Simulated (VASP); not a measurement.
KSi4I3: single point with PBE

Crystal: KSi4I3.

```xyz
8
Lattice="6.2749 0.0000 0.0000 0.0000 6.2749 0.0000 0.0000 0.0000 6.2749" Properties=species:S:1:pos:R:3 pbc="T T T"
K     0.0000    0.0000    0.0000
Si    3.1375    0.0000    0.0000
Si    0.0000    3.1375    0.0000
Si    0.0000    0.0000    3.1375
Si    3.1375    3.1375    3.1375
I     0.0000    3.1375    3.1375
I     3.1375    0.0000    3.1375
I     3.1375    3.1375    0.0000
```

The cell was generated, and may not be a known phase.

```json
{
 "Program": "VASP 6.6.1",
 "Task": "single point",
 "Functional": "PBE",
 "Potentials or basis": "VASP PAW PBE potentials, release 64 (K_sv, Si, I)",
 "Cutoff": "520 eV",
 "k mesh": "6 × 6 × 6",
 "Occupations": "gaussian, width 0.1 eV",
 "Spin": "no spin polarisation",
 "Dipole correction": "no",
 "Further INCAR settings": "ALGO = Normal; EDIFF = 1e-06; NBANDS = 33"
}
```

```json
{
 "Pressure": "0.0 GPa",
 "Band gap on the k mesh": "zero (bands 23 and 24 overlap by 1.06 eV)"
}
```

Levels at points of the mesh, in eV from the Fermi level:
| k point | band 19 | band 20 | band 21 | band 22 | band 23 | band 24 | band 25 | band 26 |
| --- | --- | --- | --- | --- | --- | --- | --- | --- |
| (0.00, 0.00, 0.00) | -3.92 | -3.92 | 0.35 | 0.35 | 0.35 | 2.05 | 2.05 | 2.05 |
| (0.50, 0.00, 0.00) | -2.96 | -2.52 | -0.44 | -0.05 | -0.05 | 0.08 | 0.11 | 0.22 |
| (0.50, 0.50, 0.00) | -2.37 | -2.28 | -1.24 | -0.47 | -0.36 | -0.36 | -0.05 | -0.05 |
| (0.50, 0.50, 0.50) | -2.04 | -2.04 | -1.71 | -0.71 | -0.71 | -0.71 | -0.26 | -0.26 |

It took 2.1 min on 1 thread of Intel(R) Xeon(R) Platinum 8259CL CPU @ 2.50GHz (Skylake/Cascade Lake), with other jobs on the host, peak memory 0.41 GiB.

Caveat: spin-orbit coupling is left out, which moves the levels of the heavy elements.
